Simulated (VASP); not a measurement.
Write the native input for VASP 6.6.1 that does the following.

```yaml
Task: single point
Functional: PBE
Potentials_or_basis: VASP PAW PBE potentials, release 64 (Pb_d)
Cutoff: 520 eV
k_mesh: 6 × 6 × 6
Occupations: gaussian, width 0.1 eV
Spin: no spin polarisation
Dipole_correction: no
Further_INCAR_settings: ALGO = Normal; EDIFF = 1e-07; NBANDS = 13
```

The structure of Pb lies in POSCAR:

```
Pb
1.0
    0.0000000000      2.4750200000      2.4750200000
    2.4750200000      0.0000000000      2.4750200000
    2.4750200000      2.4750200000      0.0000000000
Pb
1
Direct
    0.0000000000      0.0000000000      0.0000000000
```

These files were run (other wordings do the same):

INCAR

```
ALGO = Normal ; EDIFF = 1E-7
ENCUT = 520 ; GGA = PE
ISIF = 2 ; ISMEAR = 0
LASPH = True ; LCHARG = False
LREAL = False ; LWAVE = False
NBANDS = 13 ; NELM = 80
PREC = Accurate ; SIGMA = 0.1
```

KPOINTS

```
k-points
0
Gamma
  6 6 6
```

Potentials or basis: VASP PAW PBE potentials, release 64 (Pb_d).

Run with:

```sh
$ cat potpaw_PBE.64/Pb_d/POTCAR > POTCAR
$ mpirun -np 1 vasp_std > vasp.out
```

Results of the run:

* Pressure: 3.2 GPa
* Band gap on the k mesh: zero (band 7 reaches 14.71 eV, above the bottom of band 8 at 5.75 eV)

Caveat: the k points lie up to 0.37 Å⁻¹ apart; spin-orbit coupling is left out, which moves the levels of the heavy elements.

Wall time 3.5 s on 1 thread of Intel(R) Xeon(R) 6975P-C (Granite Rapids), on a shared host, peak memory 0.15 GiB.
